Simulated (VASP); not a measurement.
# AlRu (P4/mmm) in VASP: a series of runs

The runs below take AlRu through single point, with PBE.

Program: VASP 6.6.1. These are calculated values, not measurements. Logs are shortened: lines on timing, memory, paths and dates and some standing lists are left out, and cuts for length are marked.

### Step 1. The cell of the first run

It takes space group P4/mmm (No. 123, tetragonal). Conventional cell: a = 3.049 Å, b = 3.049 Å, c = 2.914 Å, α = 90.00°, β = 90.00°, γ = 90.00°. Al (site symmetry 4/mmm) has 8 Ru at 2.60 Å and 6 Al at 2.91 to 3.05 Å within 3.4 Å. Within 3.4 Å of Ru (site symmetry 4/mmm) lie 8 Al at 2.60 Å and 6 Ru at 2.91 to 3.05 Å.

### Step 2. Single point, PBE (strain +0.015 along x and y, -0.030 along z)

The input, INCAR:

```
SYSTEM = AlRu
  PREC = Accurate
  ENCUT = 520
  EDIFF = 1E-6
  ISMEAR = 0
  SIGMA = 0.15
  LREAL = .False.
  LASPH = .True.
  NELM = 80
  ALGO = Fast
  ISIF = 2
  LWAVE = .False.
  LCHARG = .False.
  GGA = PE
  NBANDS = 16
```

The input, KPOINTS:

```
regular mesh
0
Gamma
  20 20 20
  0 0 0
```

The input, POSCAR:

```
AlRu
1.0
    3.0491459955      0.0000000000      0.0000000000
    0.0000000000      3.0491459955      0.0000000000
    0.0000000000      0.0000000000      2.9139621829
Al Ru
1 1
Direct
    0.0000000000      0.0000000000      0.0000000000
    0.5000000000      0.5000000000      0.5000000000
```

Potentials or basis: VASP PAW PBE potentials, release 64 (Al, Ru_pv).

Command:

```
> cat potpaw_PBE.64/Al/POTCAR potpaw_PBE.64/Ru_pv/POTCAR > POTCAR
> mpirun -np 1 vasp_std > vasp.out
```

OUTCAR:

```text
SYSTEM = AlRu
   PREC = Accurate
   ENCUT = 520
   EDIFF = 1E-6
   ISMEAR = 0
   LREAL = .False.
   LASPH = .True.
   NELM = 80
   ISIF = 2
   GGA = PE

 ion  position               nearest neighbor table
   1  0.000  0.000  0.000-   2 2.60   2 2.60   2 2.60   2 2.60   2 2.60   2 2.60   2 2.60   2 2.60

   2  0.500  0.500  0.500-   1 2.60   1 2.60   1 2.60   1 2.60   1 2.60   1 2.60   1 2.60   1 2.60

  LATTYP: Found a simple tetragonal cell.
 ALAT       =     3.0491459955
 C/A-ratio  =     0.9556650246

  Lattice vectors:

 A1 = (   3.0491459955,   0.0000000000,   0.0000000000)
 A2 = (   0.0000000000,   3.0491459955,   0.0000000000)
 A3 = (   0.0000000000,   0.0000000000,   2.9139621829)

Analysis of symmetry for initial positions (statically):
=====================================================================
 Subroutine PRICEL returns:
 Original cell was already a primitive cell.

 Routine SETGRP: Setting up the symmetry group for a
 simple tetragonal supercell.

 Subroutine GETGRP returns: Found 16 space group operations
 (whereof 16 operations were pure point group operations)
 out of a pool of 16 trial point group operations.

The static configuration has the point symmetry D_4h.

Analysis of symmetry for dynamics (positions and initial velocities):
=====================================================================
 Subroutine PRICEL returns:
 Original cell was already a primitive cell.

 Routine SETGRP: Setting up the symmetry group for a
 simple tetragonal supercell.

 Subroutine GETGRP returns: Found 16 space group operations
 (whereof 16 operations were pure point group operations)
 out of a pool of 16 trial point group operations.

The dynamic configuration has the point symmetry D_4h.

 Subroutine INISYM returns: Found 16 space group operations
 (whereof 16 operations are pure point group operations),
 and found     1 'primitive' translations

----------------------------------------------------------------------------------------

                                     Primitive cell

  volume of cell :      27.0920

  direct lattice vectors                    reciprocal lattice vectors
     3.049145995  0.000000000  0.000000000     0.327960682  0.000000000  0.000000000
     0.000000000  3.049145995  0.000000000     0.000000000  0.327960682  0.000000000
     0.000000000  0.000000000  2.913962183     0.000000000  0.000000000  0.343175353

  length of vectors
     3.049145995  3.049145995  2.913962183     0.327960682  0.327960682  0.343175353

  position of ions in fractional coordinates (direct lattice)
     0.000000000  0.000000000  0.000000000
     0.500000000  0.500000000  0.500000000

  ion indices of the primitive-cell ions
   primitive index   ion index
                 1           1
                 2           2

----------------------------------------------------------------------------------------

 KPOINTS: regular mesh

Automatic generation of k-mesh.
 Grid dimensions read from file:
 generate k-points for:   20   20   20

 Generating k-lattice:

  Cartesian coordinates                     Fractional coordinates (reciprocal lattice)
     0.016398034  0.000000000  0.000000000     0.050000000  0.000000000  0.000000000
     0.000000000  0.016398034  0.000000000     0.000000000  0.050000000  0.000000000
     0.000000000  0.000000000  0.017158768     0.000000000  0.000000000  0.050000000

  Length of vectors
     0.016398034  0.016398034  0.017158768

  Shift w.r.t. Gamma in fractional coordinates (k-lattice)
     0.000000000  0.000000000  0.000000000

 Subroutine IBZKPT returns following result:
 ===========================================

 Found    726 irreducible k-points:

 Following reciprocal coordinates:
            Coordinates               Weight
  0.000000  0.000000  0.000000      1.000000
  0.050000  0.000000  0.000000      4.000000
  0.100000  0.000000  0.000000      4.000000
  0.150000  0.000000  0.000000      4.000000
  0.200000  0.000000  0.000000      4.000000
  0.250000  0.000000  0.000000      4.000000
[... 16 lines left out ...]
  0.150000  0.100000  0.000000      8.000000
  0.200000  0.100000  0.000000      8.000000
 [... further k-points ...]
   k-points           NKPTS =    726   k-points in BZ     NKDIM =    726   number of bands    NBANDS=     16
   number of dos      NEDOS =    301   number of ions     NIONS =      2
   total plane-waves  NPLWV =  13824
   dimension x,y,z NGX =    24 NGY =   24 NGZ =   24
   dimension x,y,z NGXF=    48 NGYF=   48 NGZF=   48
   ions per type =               1   1
   NGX,Y,Z   is equivalent  to a cutoff of  13.09, 13.09, 13.69 a.u.
   NGXF,Y,Z  is equivalent  to a cutoff of  26.17, 26.17, 27.38 a.u.
 SYSTEM =  AlRu
   PREC   = accura    normal or accurate (medium, high low for compatibility)
   ISTART =      0    job   : 0-new  1-cont  2-samecut
   ICHARG =      2    charge: 1-file 2-atom 10-const
   ISPIN  =      1    spin polarized calculation?
   LNONCOLLINEAR =      F non collinear calculations
   LSORBIT =      F    spin-orbit coupling
   LASPH  =      T    aspherical Exc in radial PAW
   ENCUT  =  520.0 eV  38.22 Ry    6.18 a.u.   5.67  5.67  5.42*2*pi/ulx,y,z
   NELM   =     80;   NELMIN=  2; NELMDL= -5     # of ELM steps
   EDIFF  = 0.1E-05   stopping-criterion for ELM
   LREAL  =      F    real-space projection
   EDIFFG = 0.1E-04   stopping-criterion for IOM
   NSW    =      0    number of steps for IOM
   IBRION =     -1    ionic relax: 0-MD 1-quasi-New 2-CG
   NFREE  =      0    steps in history (QN), initial steepest desc. (CG)
   ISIF   =      2    stress and relaxation
   ISYM   =      2    0-nonsym 1-usesym 2-fastsym
   POTIM  = 0.5000    time-step for ionic-motion
   TEBEG  =    0.0;   TEEND  =   0.0 temperature during run
   PSTRESS=    0.0 pullay stress
   NELECT =      17.0000    total number of electrons
   NUPDOWN=      -1.0000    fix difference up-down
   EMIN   =  10.00;   EMAX   =-10.00  energy-range for DOS
   EFERMI =   0.00;   METHOD = LEGACY
   ISMEAR =     0;   SIGMA  =   0.15  broadening in eV -4-tet -1-fermi 0-gaus
   EFERMI_NEDOS =   21; number of points for ismear=-14 and -15
   IALGO  =     68    algorithm
   IMIX   =      4    mixing-type and parameters
     AMIX     =   0.40;   BMIX     =  1.00
     AMIX_MAG =   1.60;   BMIX_MAG =  1.00
  volume/ion in A,a.u.               =      13.55        91.41
  Fermi-wavevector in a.u.,A,eV,Ry     =   1.401558  2.648560 26.726799  1.964364
  Thomas-Fermi vector in A             =   2.524407
   LORBIT       =      0    0 simple, 1 ext, 2 COOP (PROOUT), +10 PAW based schemes
   GGA     = PE    functional components
   LHFCALC =     F    Hartree Fock is set to
   AEXX    =    0.0000 exact exchange contribution
   IVDW    =     0    specifies the selected vdW correction
   LEPSILON=     F    determine dielectric tensor
   LRPA    =     F    only Hartree local field effects (RPA)
 non-spin polarized calculation
 RMM-DIIS sequential band-by-band and
 Gauss-broadening in eV      SIGMA  =   0.15
  energy-cutoff  :      520.00
  volume of cell :       27.09
 maximum number of plane-waves:       742
 NGX is ok and might be reduce to    24
   NGX = 11   NGY = 11   NGZ = 11

 number of electron      17.0000006 magnetization

 Free energy of the ion-electron system (eV)
  ---------------------------------------------------
  ext. energy  EPLUGINS =         0.00000000
  ---------------------------------------------------
  free energy    TOTEN  =       -14.24753464 eV

  energy without entropy =      -14.22905082  energy(sigma->0) =      -14.23829273

 E-fermi :  10.5634     XC(G=0): -12.5056

 val. band max:       10.5629493523   @ k =   0.5000   0.3000   0.3500
 cond. band min:      10.5638917106   @ k =   0.3000   0.1500   0.4500
 fundamental gap:      0.0009423582
 Fermi energy:        10.5633748752

 k-point     1 :       0.0000    0.0000    0.0000
  band No.  band energies     occupation
      1     -31.2285      2.00000
      2     -31.2285      2.00000
      3     -31.1745      2.00000
      4       0.9430      2.00000
      5       7.0399      2.00000
      6       7.0459      2.00000
[... 8 lines left out ...]
     15      22.6750      0.00000
     16      25.5181      0.00000

 k-point     2 :       0.0500    0.0000    0.0000
  band No.  band energies     occupation
      1     -31.2328      2.00000
      2     -31.2282      2.00000
      3     -31.1742      2.00000
      4       0.9894      2.00000
      5       7.0538      2.00000
      6       7.0602      2.00000
[... 8 lines left out ...]
     15      22.6750      0.00000
     16      25.6341      0.00000

 k-point     3 :       0.1000    0.0000    0.0000
  band No.  band energies     occupation
      1     -31.2452      2.00000
      2     -31.2271      2.00000
      3     -31.1732      2.00000
      4       1.1276      2.00000
      5       7.0853      2.00000
      6       7.1058      2.00000
[... 8 lines left out ...]
     15      22.6752      0.00000
     16      26.0071      0.00000

 k-point     4 :       0.1500    0.0000    0.0000
  band No.  band energies     occupation
      1     -31.2644      2.00000
      2     -31.2255      2.00000
      3     -31.1717      2.00000
      4       1.3547      2.00000
      5       7.1157      2.00000
      6       7.1790      2.00000
[... 8 lines left out ...]
     15      22.6810      0.00000
     16      26.6822      0.00000
[... 324 lines left out ...]
 k-point    22 :       0.1000    0.1000    0.0000
  band No.  band energies     occupation
      1     -31.2444      2.00000
      2     -31.2430      2.00000
      3     -31.1719      2.00000
      4       1.3093      2.00000
      5       7.1443      2.00000
      6       7.1593      2.00000
[... 8 lines left out ...]
     15      22.6753      0.00000
     16      26.4689      0.00000

 k-point    23 :       0.1500    0.1000    0.0000
  band No.  band energies     occupation
      1     -31.2629      2.00000
      2     -31.2420      2.00000
      3     -31.1703      2.00000
      4       1.5326      2.00000
      5       7.1806      2.00000
      6       7.2343      2.00000
[... 8 lines left out ...]
     15      22.8111      0.00000
     16      27.0765      0.00000

 k-point    24 :       0.2000    0.1000    0.0000
  band No.  band energies     occupation
      1     -31.2870      2.00000
      2     -31.2399      2.00000
      3     -31.1684      2.00000
      4       1.8382      2.00000
      5       7.1819      2.00000
      6       7.3310      2.00000
[... 8 lines left out ...]
     15      23.3338      0.00000
     16      26.7014      0.00000

 [... further k-points ...]

------------------------ aborting loop because EDIFF is reached ----------------------------------------

  FORCE on cell =-STRESS in cart. coord.  units (eV):
  Direction    XX          YY          ZZ          XY          YZ          ZX
  --------------------------------------------------------------------------------------
  -------------------------------------------------------------------------------------
  Total       -0.3984771     -0.3984771      0.9462077      0.0000000      0.0000000      0.0000000
  in kB      -23.5653338    -23.5653338     55.9572950      0.0000000      0.0000000      0.0000000
  external PRESSURE =       2.9422092 kB  Pullay stress =       0.0000000 kB

 VOLUME and BASIS-vectors are now :
 -----------------------------------------------------------------------------
  energy-cutoff  :      520.00
  volume of cell :       27.09
      direct lattice vectors                 reciprocal lattice vectors
     3.049145995  0.000000000  0.000000000     0.327960682  0.000000000  0.000000000
     0.000000000  3.049145995  0.000000000     0.000000000  0.327960682  0.000000000
     0.000000000  0.000000000  2.913962183     0.000000000  0.000000000  0.343175353

 POSITION                                       TOTAL-FORCE (eV/Angst)
 -----------------------------------------------------------------------------------
      0.00000      0.00000      0.00000         0.000000      0.000000      0.000000
      1.52457      1.52457      1.45698         0.000000      0.000000      0.000000
 -----------------------------------------------------------------------------------
    total drift:                                0.000000     -0.000000     -0.000000

  FREE ENERGIE OF THE ION-ELECTRON SYSTEM (eV)
  ---------------------------------------------------
  free  energy   TOTEN  =       -14.2475346392 eV

  energy  without entropy=      -14.2290508190  energy(sigma->0) =      -14.23829273
```

Run time: 96 s. Hardware: 1 thread of Intel Xeon 6975P-C, shared host; peak memory 0.39 GiB.

What came out:

```yaml
Free_energy: -14.2475 eV
Pressure: 0.3 GPa
```

Caveat: the cell differs from its parent crystal (strain +0.015 along x and y, -0.030 along z).

[end of part 1 of 2]
